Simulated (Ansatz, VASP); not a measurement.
# Two plane-wave programs on Al

The input INCAR:

```
PREC     = Accurate       # precision mode
ENCUT    = 520            # plane-wave cutoff, eV
EDIFF    = 1E-6           # SCF threshold, eV
ISMEAR   = 0              # smearing method
SIGMA    = 0.1            # smearing width, eV
LREAL    = F              # projectors in reciprocal space
LASPH    = T              # aspherical terms in the spheres
NELM     = 60             # most SCF steps
ALGO     = Normal         # electronic algorithm
ISIF     = 2              # what is computed and relaxed
LWAVE    = F              # write WAVECAR
LCHARG   = F              # write CHGCAR
LDIPOL   = T            
IDIPOL   = 3            
DIPOL    = 0.5 0.5 0.292
GGA      = PE             # functional
NBANDS   = 12             # bands
```

File KPOINTS:

```
regular mesh
0
Gamma
  9 9 1
```

File POSCAR:

```
Al
1.0
    2.8567582919      0.0000000000      0.0000000000
   -1.4283791460      2.4740252533      0.0000000000
    0.0000000000      0.0000000000     21.6013781961
Al
3
Direct
    0.6666666667      0.3333333333      0.1851733701
    0.3333333333      0.6666666667      0.2916813827
    0.0000000000      0.0000000000      0.3981865471
```

Input for Ansatz:

```yaml
crystal:
  lattice:
    - [2.8567582919, 0.0, 0.0]
    - [-1.428379146, 2.4740252533, 0.0]
    - [0.0, 0.0, 21.6013781961]
  atoms:
    - { symbol: Al, position: [0.6666666667, 0.3333333333, 0.1851733701] }
    - { symbol: Al, position: [0.3333333333, 0.6666666667, 0.2916813827] }
    - { symbol: Al, position: [0.0, 0.0, 0.3981865471] }
basis:
  ecutwfc: 420
kpoints:
  mp_grid: { grid: [9, 9, 1] }
hamiltonian:
  xc: pbe
  pseudopotentials: { kind: paw, azcp: { folder: soft_1 } }
scf:
  occupations: { method: gaussian, width: 0.1 }
output:
  forces: true
  eigenvalues: true
  write_density: true
  write_potential: true
  elf: true
  volumetric_format: npy
efield:
  axis: 3
  dipole_correction: true
  ramp_width: 0.04
```

Alike in both runs: task single point; functional PBE; k mesh 9 × 9 × 1; occupations gaussian, width 0.1 eV; no spin polarisation.

```csv
,VASP,Ansatz
version,VASP 6.6.1,Ansatz 0.2.0
potentials or method,"VASP PAW PBE potentials, release 64 (Al), cutoff 520 eV","scalar-relativistic, plane waves, PAW"
valence electrons in the cell,9,9
```

```tsv
	VASP	Ansatz	Ansatz less VASP
gap on the k mesh at the Fermi level (eV)	none	none	-
rms of the force components (eV/Å)	0.082	0.082	-0.0001
```

Atom by atom the forces differ by 0.000 eV/Å (rms over components). A gap of «none» marks a metal or a gap that the smearing closes. Ansatz's warnings: xc potential rough in thin density.
